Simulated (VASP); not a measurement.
# Si (P6/mmm) in VASP: a series of runs

Runs on Si. Level: LDA. Tasks: single point.

All numbers are computed with VASP 6.6.1; they aren't measurements. Logs are shortened: lines on timing, memory, paths and dates and some standing lists are left out, and cuts for length are marked.

### 1 The cell of the first run

The structure is hexagonal, space group P6/mmm (No. 191). Conventional cell: a = 2.581 Å, b = 2.581 Å, c = 2.503 Å, α = 90.00°, β = 90.00°, γ = 120.00°. Within 3.3 Å of Si (site symmetry 6/mmm) lie 8 Si at 2.50 to 2.58 Å.

### 2 Single point, LDA (strain -0.015 along x and y, +0.015 along z)

File INCAR:

```
PREC = Accurate
ENCUT = 520
EDIFF = 1E-6
ISMEAR = 0
SIGMA = 0.15
LREAL = F
LASPH = T
NELM = 60
ALGO = Normal
ISIF = 2
LWAVE = F
LCHARG = T
GGA = CA
LELF = T
LVHAR = T
NBANDS = 8
```

File KPOINTS:

```
regular mesh
0
Gamma
  24 24 20
```

File POSCAR:

```
Si
1.0
    2.5812346727      0.0000000000      0.0000000000
   -1.2906173364      2.2354147996      0.0000000000
    0.0000000000      0.0000000000      2.5033497058
Si
1
Direct
    0.0000000000      0.0000000000      0.0000000000
```

Potentials or basis: VASP PAW LDA potentials, release 64 (Si).

On the command line:

```
cat potpaw_LDA.64/Si/POTCAR > POTCAR
mpirun -np 1 vasp_std > vasp.out
```

OUTCAR:

```text
PREC = Accurate
   ENCUT = 520
   EDIFF = 1E-6
   ISMEAR = 0
   LREAL = F
   LASPH = T
   NELM = 60
   ISIF = 2
   GGA = CA

 ion  position               nearest neighbor table
   1  0.000  0.000  0.000-

  LATTYP: Found a hexagonal cell.
 ALAT       =     2.5812346727
 C/A-ratio  =     0.9698264680

  Lattice vectors:

 A1 = (   2.5812346727,   0.0000000000,   0.0000000000)
 A2 = (  -1.2906173364,   2.2354147996,   0.0000000000)
 A3 = (   0.0000000000,   0.0000000000,   2.5033497058)

Analysis of symmetry for initial positions (statically):
=====================================================================
 Subroutine PRICEL returns:
 Original cell was already a primitive cell.

 Routine SETGRP: Setting up the symmetry group for a
 hexagonal supercell.

 Subroutine GETGRP returns: Found 24 space group operations
 (whereof 24 operations were pure point group operations)
 out of a pool of 24 trial point group operations.

The static configuration has the point symmetry D_6h.

Analysis of symmetry for dynamics (positions and initial velocities):
=====================================================================
 Subroutine PRICEL returns:
 Original cell was already a primitive cell.

 Routine SETGRP: Setting up the symmetry group for a
 hexagonal supercell.

 Subroutine GETGRP returns: Found 24 space group operations
 (whereof 24 operations were pure point group operations)
 out of a pool of 24 trial point group operations.

The dynamic configuration has the point symmetry D_6h.

 Subroutine INISYM returns: Found 24 space group operations
 (whereof 24 operations are pure point group operations),
 and found     1 'primitive' translations

----------------------------------------------------------------------------------------

                                     Primitive cell

  volume of cell :      14.4447

  direct lattice vectors                    reciprocal lattice vectors
     2.581234673  0.000000000  0.000000000     0.387411501  0.223672135  0.000000000
    -1.290617336  2.235414800  0.000000000     0.000000000  0.447344269  0.000000000
     0.000000000  0.000000000  2.503349706     0.000000000  0.000000000  0.399464764

  length of vectors
     2.581234673  2.581234673  2.503349706     0.447344269  0.447344269  0.399464764

  position of ions in fractional coordinates (direct lattice)
     0.000000000  0.000000000  0.000000000

  ion indices of the primitive-cell ions
   primitive index   ion index
                 1           1

----------------------------------------------------------------------------------------

 KPOINTS: regular mesh

Automatic generation of k-mesh.
 Grid dimensions read from file:
 generate k-points for:   24   24   20

 Generating k-lattice:

  Cartesian coordinates                     Fractional coordinates (reciprocal lattice)
     0.016142146  0.009319672  0.000000000     0.041666667  0.000000000  0.000000000
     0.000000000  0.018639345  0.000000000     0.000000000  0.041666667  0.000000000
     0.000000000  0.000000000  0.019973238     0.000000000  0.000000000  0.050000000

  Length of vectors
     0.018639345  0.018639345  0.019973238

  Shift w.r.t. Gamma in fractional coordinates (k-lattice)
     0.000000000  0.000000000  0.000000000

 Subroutine IBZKPT returns following result:
 ===========================================

 Found    671 irreducible k-points:

 Following reciprocal coordinates:
            Coordinates               Weight
  0.000000  0.000000  0.000000      1.000000
  0.041667  0.000000  0.000000      6.000000
  0.083333  0.000000  0.000000      6.000000
  0.125000  0.000000  0.000000      6.000000
  0.166667  0.000000  0.000000      6.000000
  0.208333  0.000000  0.000000      6.000000
[... 16 lines left out ...]
  0.416667  0.041667  0.000000     12.000000
  0.458333  0.041667  0.000000     12.000000
 [... further k-points ...]
   k-points           NKPTS =    671   k-points in BZ     NKDIM =    671   number of bands    NBANDS=      8
   number of dos      NEDOS =    301   number of ions     NIONS =      1
   total plane-waves  NPLWV =   8000
   dimension x,y,z NGX =    20 NGY =   20 NGZ =   20
   dimension x,y,z NGXF=    40 NGYF=   40 NGZF=   40
   ions per type =               1
   NGX,Y,Z   is equivalent  to a cutoff of  12.88, 12.88, 13.28 a.u.
   NGXF,Y,Z  is equivalent  to a cutoff of  25.76, 25.76, 26.56 a.u.
 SYSTEM =  unknown system
   PREC   = accura    normal or accurate (medium, high low for compatibility)
   ISTART =      0    job   : 0-new  1-cont  2-samecut
   ICHARG =      2    charge: 1-file 2-atom 10-const
   ISPIN  =      1    spin polarized calculation?
   LNONCOLLINEAR =      F non collinear calculations
   LSORBIT =      F    spin-orbit coupling
   LASPH  =      T    aspherical Exc in radial PAW
   ENCUT  =  520.0 eV  38.22 Ry    6.18 a.u.   4.80  4.80  4.65*2*pi/ulx,y,z
   NELM   =     60;   NELMIN=  2; NELMDL= -5     # of ELM steps
   EDIFF  = 0.1E-05   stopping-criterion for ELM
   LREAL  =      F    real-space projection
[... 7 lines left out ...]
   TEBEG  =    0.0;   TEEND  =   0.0 temperature during run
   PSTRESS=    0.0 pullay stress
   NELECT =       4.0000    total number of electrons
   NUPDOWN=      -1.0000    fix difference up-down
   EMIN   =  10.00;   EMAX   =-10.00  energy-range for DOS
   EFERMI =   0.00;   METHOD = LEGACY
   ISMEAR =     0;   SIGMA  =   0.15  broadening in eV -4-tet -1-fermi 0-gaus
   EFERMI_NEDOS =   21; number of points for ismear=-14 and -15
   IALGO  =     38    algorithm
   IMIX   =      4    mixing-type and parameters
     AMIX     =   0.40;   BMIX     =  1.00
     AMIX_MAG =   1.60;   BMIX_MAG =  1.00
  volume/ion in A,a.u.               =      14.44        97.48
  Fermi-wavevector in a.u.,A,eV,Ry     =   1.067069  2.016468 15.492083  1.138636
  Thomas-Fermi vector in A             =   2.202673
   LORBIT       =      0    0 simple, 1 ext, 2 COOP (PROOUT), +10 PAW based schemes
   GGA     = CA    functional components
   LHFCALC =     F    Hartree Fock is set to
   AEXX    =    0.0000 exact exchange contribution
   IVDW    =     0    specifies the selected vdW correction
   LEPSILON=     F    determine dielectric tensor
   LRPA    =     F    only Hartree local field effects (RPA)
 non-spin polarized calculation
 Gauss-broadening in eV      SIGMA  =   0.15
  energy-cutoff  :      520.00
  volume of cell :       14.44
 maximum number of plane-waves:       405
 NGX is ok and might be reduce to    20
   NGX =  9   NGY =  9   NGZ =  9

 number of electron       4.0000001 magnetization

 Free energy of the ion-electron system (eV)
  ---------------------------------------------------
  ext. energy  EPLUGINS =         0.00000000
  ---------------------------------------------------
  free energy    TOTEN  =        -5.73095450 eV

  energy without entropy =       -5.72680371  energy(sigma->0) =       -5.72887910

 E-fermi :   9.8655     XC(G=0): -11.2092

 val. band max:        9.8638491093   @ k =   0.2917   0.0000   0.1500
 cond. band min:       9.8667462202   @ k =   0.2917   0.2917   0.4500
 fundamental gap:      0.0028971109
 Fermi energy:         9.8654942836

 k-point     1 :       0.0000    0.0000    0.0000
  band No.  band energies     occupation
      1      -4.3874      2.00000
      2      16.9783      0.00000
      3      17.0662      0.00000
      4      20.8271      0.00000
      5      20.8271      0.00000
      6      22.4843      0.00000
      7      22.4843      0.00000
      8      28.1015      0.00000

 k-point     2 :       0.0417    0.0000    0.0000
  band No.  band energies     occupation
      1      -4.3372      2.00000
      2      16.9652      0.00000
      3      17.0206      0.00000
      4      20.2798      0.00000
      5      20.3716      0.00000
      6      22.5670      0.00000
      7      23.0257      0.00000
      8      28.6582      0.00000

 k-point     3 :       0.0833    0.0000    0.0000
  band No.  band energies     occupation
      1      -4.1866      2.00000
      2      16.5596      0.00000
      3      17.1471      0.00000
      4      19.2835      0.00000
      5      19.5953      0.00000
      6      22.5747      0.00000
      7      24.0590      0.00000
      8      29.9062      0.00000

 k-point     4 :       0.1250    0.0000    0.0000
  band No.  band energies     occupation
      1      -3.9360      2.00000
      2      15.6269      0.00000
      3      17.3579      0.00000
      4      18.5404      0.00000
      5      18.8257      0.00000
      6      22.5010      0.00000
      7      25.2556      0.00000
      8      30.7662      0.00000

 k-point     5 :       0.1667    0.0000    0.0000
  band No.  band energies     occupation
      1      -3.5856      2.00000
      2      14.2442      0.00000
      3      17.6522      0.00000
      4      18.1183      0.00000
      5      18.1358      0.00000
      6      22.4725      0.00000
      7      26.5571      0.00000
      8      31.5393      0.00000

 k-point     6 :       0.2083    0.0000    0.0000
  band No.  band energies     occupation
      1      -3.1362      2.00000
      2      12.6845      0.00000
      3      17.4872      0.00000
      4      17.8590      0.00000
      5      18.0295      0.00000
      6      22.5733      0.00000
      7      27.9449      0.00000
      8      31.6987      0.00000

 k-point     7 :       0.2500    0.0000    0.0000
  band No.  band energies     occupation
      1      -2.5887      2.00000
      2      11.0934      0.00000
      3      16.9373      0.00000
      4      17.6055      0.00000
      5      18.4882      0.00000
      6      22.8381      0.00000
      7      29.4065      0.00000
      8      30.4100      0.00000

 k-point     8 :       0.2917    0.0000    0.0000
  band No.  band energies     occupation
      1      -1.9440      2.00000
      2       9.5299      1.99844
      3      16.4707      0.00000
      4      17.3569      0.00000
      5      19.0260      0.00000
      6      23.2682      0.00000
      7      29.1293      0.00000
      8      30.9267      0.00000

 k-point     9 :       0.3333    0.0000    0.0000
  band No.  band energies     occupation
      1      -1.2034      2.00000
      2       8.0208      2.00000
      3      16.0884      0.00000
      4      17.1244      0.00000
      5      19.6384      0.00000
      6      23.8481      0.00000
      7      27.8849      0.00000
      8      31.8857      0.00000

 k-point    10 :       0.3750    0.0000    0.0000
  band No.  band energies     occupation
      1      -0.3689      2.00000
      2       6.5805      2.00000
      3      15.7908      0.00000
      4      16.9248      0.00000
      5      20.3158      0.00000
      6      24.5569      0.00000
      7      26.7022      0.00000
      8      30.9087      0.00000
[... 78 lines left out ...]
 k-point    18 :       0.2083    0.0417    0.0000
  band No.  band energies     occupation
      1      -2.8373      2.00000
      2      11.9170      0.00000
      3      16.1213      0.00000
      4      18.2801      0.00000
      5      18.6843      0.00000
      6      22.8502      0.00000
      7      28.3379      0.00000
      8      31.0466      0.00000

 k-point    19 :       0.2500    0.0417    0.0000
  band No.  band energies     occupation
      1      -2.2412      2.00000
      2      10.3385      0.00001
      3      15.6314      0.00000
      4      18.4734      0.00000
      5      18.7785      0.00000
      6      23.1536      0.00000
      7      29.7731      0.00000
      8      29.7748      0.00000

 k-point    20 :       0.2917    0.0417    0.0000
  band No.  band energies     occupation
      1      -1.5485      2.00000
      2       8.8013      2.00000
      3      15.2194      0.00000
      4      18.2581      0.00000
      5      19.3540      0.00000
      6      23.6298      0.00000
      7      28.5173      0.00000
      8      31.1468      0.00000

 k-point    21 :       0.3333    0.0417    0.0000
  band No.  band energies     occupation
      1      -0.7608      2.00000
      2       7.3260      2.00000
      3      14.8867      0.00000
      4      18.0579      0.00000
      5      20.0001      0.00000
      6      24.2572      0.00000
      7      27.3070      0.00000
      8      31.3301      0.00000

 k-point    22 :       0.3750    0.0417    0.0000
  band No.  band energies     occupation
      1       0.1194      2.00000
      2       5.9245      2.00000
      3      14.6354      0.00000
      4      17.8918      0.00000
      5      20.7019      0.00000
      6      25.0088      0.00000
      7      26.1715      0.00000
      8      30.3770      0.00000

 k-point    23 :       0.4167    0.0417    0.0000
  band No.  band energies     occupation
      1       1.0869      2.00000
      2       4.6071      2.00000
      3      14.4670      0.00000
      4      17.7739      0.00000
      5      21.4169      0.00000
      6      25.1626      0.00000
      7      25.8469      0.00000
      8      29.3072      0.00000

 k-point    24 :       0.4583    0.0417    0.0000
  band No.  band energies     occupation
      1       2.1096      2.00000
      2       3.4090      2.00000
      3      14.3825      0.00000
      4      17.7129      0.00000
      5      21.9887      0.00000
      6      24.4425      0.00000
      7      26.6436      0.00000
      8      28.3792      0.00000

 [... further k-points ...]
[... 5 lines left out ...]
  --------------------------------------------------------------------------------------
  -------------------------------------------------------------------------------------
  Total        0.3376536      0.3376536     -0.4348171     -0.0000000     -0.0000000      0.0000000
  in kB       37.4519858     37.4519858    -48.2291992     -0.0000000     -0.0000000      0.0000000
  external PRESSURE =       8.8915908 kB  Pullay stress =       0.0000000 kB

 VOLUME and BASIS-vectors are now :
 -----------------------------------------------------------------------------
  energy-cutoff  :      520.00
  volume of cell :       14.44
      direct lattice vectors                 reciprocal lattice vectors
     2.581234673  0.000000000  0.000000000     0.387411501  0.223672135  0.000000000
    -1.290617336  2.235414800  0.000000000     0.000000000  0.447344269  0.000000000
     0.000000000  0.000000000  2.503349706     0.000000000  0.000000000  0.399464764

 POSITION                                       TOTAL-FORCE (eV/Angst)
 -----------------------------------------------------------------------------------
      0.00000      0.00000      0.00000        -0.000000      0.000000      0.000000
 -----------------------------------------------------------------------------------
    total drift:                               -0.000000     -0.000000      0.000000

  FREE ENERGIE OF THE ION-ELECTRON SYSTEM (eV)
  ---------------------------------------------------
  free  energy   TOTEN  =        -5.7309544967 eV

  energy  without entropy=       -5.7268037101  energy(sigma->0) =       -5.72887910
```

Run time: 17 s. Hardware: 1 thread of Intel Xeon 6975P-C (Granite Rapids), shared host; peak memory 0.16 GiB.

Results:

```
Free energy            : -5.7310 eV
Pressure               : 0.9 GPa
Band gap on the k mesh : zero (band 2 reaches 16.98 eV, above the bottom of band 3 at 5.29 eV)
```

Stress tensor (GPa, compression positive):
```
 3.75  0.00  0.00
 0.00  3.75  0.00
 0.00  0.00 -4.82
```

Levels at points of the mesh, in eV from the Fermi level:
| k point | band 1 | band 2 | band 3 | band 4 | band 5 | band 6 | band 7 |
| --- | --- | --- | --- | --- | --- | --- | --- |
| (0.00, 0.00, 0.00) | -14.25 | 7.11 | 7.20 | 10.96 | 10.96 | 12.62 | 12.62 |
| (0.50, 0.00, 0.00) | -7.45 | -6.86 | 5.54 | 6.78 | 12.20 | 14.43 | 16.91 |
| (0.00, 0.00, 0.50) | -9.67 | -7.33 | 14.25 | 14.25 | 15.08 | 15.08 | 17.12 |
| (0.50, 0.00, 0.50) | -3.26 | -2.09 | -1.94 | 1.43 | 8.90 | 12.45 | 12.84 |

Caveat: the cell differs from its parent crystal (strain -0.015 along x and y, +0.015 along z).

### 3 Single point, LDA (strain -0.015 along x and y, +0.030 along z)

File INCAR:

```
ALGO     = Normal         # electronic algorithm
EDIFF    = 1E-6           # SCF threshold, eV
ENCUT    = 520            # plane-wave cutoff, eV
GGA      = CA             # functional
ISIF     = 2              # what is computed and relaxed
ISMEAR   = 0              # smearing method
LASPH    = T              # aspherical terms in the spheres
LCHARG   = F              # write CHGCAR
LREAL    = F              # projectors in reciprocal space
LWAVE    = F              # write WAVECAR
NBANDS   = 8              # bands
NELM     = 60             # most SCF steps
PREC     = Accurate       # precision mode
SIGMA    = 0.15           # smearing width, eV
```

File KPOINTS:

```
k-points
0
Gamma
  24 24 20
```

POSCAR: that of step 2 with these lines changed.

```diff
@@ -4,3 +4,3 @@
    -1.2906173364      2.2354147996      0.0000000000
-    0.0000000000      0.0000000000      2.5033497058
+    0.0000000000      0.0000000000      2.5403450217
 Si
```

Potentials or basis: VASP PAW LDA potentials, release 64 (Si).

On the command line:

```
cat potpaw_LDA.64/Si/POTCAR > POTCAR
mpirun -np 1 vasp_std > vasp.out
```

Wall time 17 s (1 thread of Intel Xeon 6975P-C (Granite Rapids), shared host); peak memory 0.16 GiB.

Results (log left out):

```yaml
Free_energy: -5.7220 eV
Pressure: -0.8 GPa
Band_gap_on_the_k_mesh: zero (band 2 reaches 16.39 eV, above the bottom of band 3 at 5.20 eV)
```

Stress tensor (GPa, compression positive):
```
 3.15  0.00  0.00
 0.00  3.15  0.00
 0.00  0.00 -8.57
```

Levels at points of the mesh, in eV from the Fermi level:
| k point | band 1 | band 2 | band 3 | band 4 | band 5 |
| --- | --- | --- | --- | --- | --- |
| (0.00, 0.00, 0.00) | -14.12 | 6.61 | 7.03 | 11.09 | 11.09 |
| (0.50, 0.00, 0.00) | -7.29 | -6.74 | 5.67 | 6.89 | 11.70 |
| (0.00, 0.00, 0.50) | -9.78 | -7.23 | 14.16 | 14.16 | 15.03 |
| (0.50, 0.00, 0.50) | -3.35 | -2.22 | -1.80 | 1.51 | 8.82 |

Caveat: the cell differs from its parent crystal (strain -0.015 along x and y, +0.030 along z).
